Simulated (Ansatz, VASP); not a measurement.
# One calculation of BaZrO3, two programs

```
CELL_PARAMETERS angstrom
4.20518 0.00000 0.00000
0.00000 4.20518 0.00000
0.00000 0.00000 4.20518
ATOMIC_POSITIONS crystal
Ba 0.00000 0.00000 0.00000
Zr 0.50000 0.50000 0.50000
O 0.00000 0.50000 0.50000
O 0.50000 0.00000 0.50000
O 0.50000 0.50000 0.00000
```

Alike in both runs: functional r2SCAN; k mesh 6 × 6 × 6; occupations gaussian, width 0.02 eV; no spin polarisation.

Ansatz relaxed the structure, and its values are those at the end. VASP's run is a single point on that final structure, the one shown.

|  | VASP | Ansatz |
| --- | --- | --- |
| version | VASP 6.6.1 | Ansatz 0.2.0 |
| potentials or method | VASP PAW PBE potentials, release 64 (Ba_sv, Zr_sv, O_h), cutoff 910 eV | scalar-relativistic, plane waves, PAW |
| valence electrons in the cell | 40 | 40 |

```csv
,VASP,Ansatz,Ansatz less VASP
gap on the k mesh at the Fermi level (eV),3.69,3.73,+0.042
least direct gap on the mesh (eV),3.94,3.96,+0.021
```

VASP's potentials were made for PBE, not for r2SCAN.

Spin-orbit coupling is off throughout. Noted on VASP's run: the cutoff is short for stress, so the pressure is rough.
